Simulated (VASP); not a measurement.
A run of VASP 6.6.1 is set up as follows.

File INCAR:

```
PREC = Accurate
ENCUT = 520
EDIFF = 1E-8
ISMEAR = -1
SIGMA = 0.05
LREAL = F
LASPH = T
NELM = 80
ALGO = Normal
ISIF = 2
LWAVE = F
LCHARG = F
GGA = PS
LEFG = T
NBANDS = 16
```

Contents of KPOINTS:

```
Automatic mesh
0
Gamma
  16 16 13
```

The input POSCAR:

```
AgB2
1.0
    3.0300016569      0.0000000000      0.0000000000
   -1.5150008285      2.6240584084      0.0000000000
    0.0000000000      0.0000000000      3.2400000000
Ag B
1 2
Direct
    0.0000000000      0.0000000000      0.0000000000
    0.3333333333      0.6666666667      0.5000000000
    0.6666666667      0.3333333333      0.5000000000
```

Potentials or basis: VASP PAW PBE potentials, release 64 (Ag, B).

The run is started by

```sh
$ cat potpaw_PBE.64/Ag/POTCAR potpaw_PBE.64/B/POTCAR > POTCAR
$ mpirun -np 1 vasp_std > vasp.out
```

Q: Predict the pressure.

A: 39.7 GPa.

Electric field gradients, principal values (V/Å²):
```
atom    least   middle  greatest (by size)
1 Ag   35.052   35.052             -70.104
 2 B  -14.557  -14.557              29.115
 3 B  -14.557  -14.557              29.115
```

Caveat: the cell differs from its parent crystal (equal xx and yy strain of +1 %); without QUAD_EFG the Cq values of the log hold for a quadrupole moment of 1 mb, not for the nuclei; the PAW data sets were made with another functional, which shifts forces and pressure a little.
